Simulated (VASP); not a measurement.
Write the native input for VASP 6.6.1 that does the following.

```yaml
Task: single point
Functional: revPBE
Potentials_or_basis: VASP PAW PBE potentials, release 64 (Ni)
Cutoff: 520 eV
k_mesh: 18 × 18 × 18
Occupations: fermi-dirac, width 0.05 eV
Spin: collinear spin, ferromagnetic start
Starting_moments: "[0.607] μB"
Dipole_correction: no
Further_INCAR_settings: ALGO = Normal; EDIFF = 1e-06; NBANDS = 15
```

The structure of Ni lies in POSCAR:

```
Ni
1.0
   -1.4102138889      1.4102138889      1.4102138889
    1.4102138889     -1.4102138889      1.4102138889
    1.4102138889      1.4102138889     -1.4102138889
Ni
1
Direct
    0.0000000000      0.0000000000      0.0000000000
```

One way to write it, as run:

INCAR

```
PREC = Accurate ; ENCUT = 520
EDIFF = 1E-6 ; ISMEAR = -1
SIGMA = 0.05 ; LREAL = F
LASPH = T ; NELM = 150
ALGO = Normal ; ISIF = 2
LWAVE = F ; LCHARG = F
ISPIN = 2 ; MAGMOM = 0.607
LORBIT = 11 ; LMAXMIX = 4
GGA = RE ; NBANDS = 15
```

KPOINTS

```
Automatic mesh
0
Gamma
  18 18 18
```

Potentials or basis: VASP PAW PBE potentials, release 64 (Ni).

The run is started by

```console
$ cat potpaw_PBE.64/Ni/POTCAR > POTCAR
$ mpirun -np 1 vasp_std > vasp.out
```

Results of the run:

```yaml
Pressure: 0.1 GPa
Net_moment: 0.57 μB per cell
Site_moments: Ni +0.59 μB
Valence_electrons_inside_the_program's_atomic_spheres: Ni 9.26
```

Caveat: the PAW data sets were made with another functional, which shifts forces and pressure a little.

Run time: 35 s on 1 thread of AMD EPYC 9R45 96-Core Processor (Zen 5), on a shared host, peak memory 0.13 GiB.
